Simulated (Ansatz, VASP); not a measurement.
# MgO in VASP and in Ansatz

```
Mg O
1.0
     3.28053    0.00000    0.00000
    -1.64026    2.84102    0.00000
     0.00000    0.00000   10.51390
Mg O
4 4
Direct
  0.26627 0.66667 0.96949
  0.04676 0.00000 0.22082
  0.95324 0.00000 0.72082
  0.73373 0.33333 0.46949
  0.28275 0.66667 0.78004
  0.06135 0.00000 0.52964
  0.93865 0.00000 0.02964
  0.71725 0.33333 0.28004
```

Change from the starting cell: mode 4 frozen in at -0.220 Å and mode 5 at +0.000 Å (largest displacements).

Alike in both runs: task single point; functional PBE; k mesh 9 × 9 × 2; occupations gaussian, width 0.05 eV; no spin polarisation.

```csv
,VASP,Ansatz
version,VASP 6.6.1,Ansatz 0.2.0
potentials or method,"VASP PAW PBE potentials, release 64 (Mg, O), cutoff 520 eV","scalar-relativistic, plane waves, PAW"
valence electrons in the cell,32,64
```

```tsv
	VASP	Ansatz	Ansatz less VASP
gap on the k mesh at the Fermi level (eV)	3.30	3.32	+0.020
least direct gap on the mesh (eV)	3.30	3.32	+0.020
pressure (GPa)	-0.8	-0.3	+0.43
traceless stress, the component that is largest in VASP (GPa)	-2.06	-2.03	+0.027
rms of the force components (eV/Å)	0.118	0.116	-0.0017
```

Atom by atom the forces differ by 0.002 eV/Å (rms over components). VASP's potentials hold 32 valence electrons a cell and Ansatz's 64, so a difference there can come from the potentials and not from the codes.
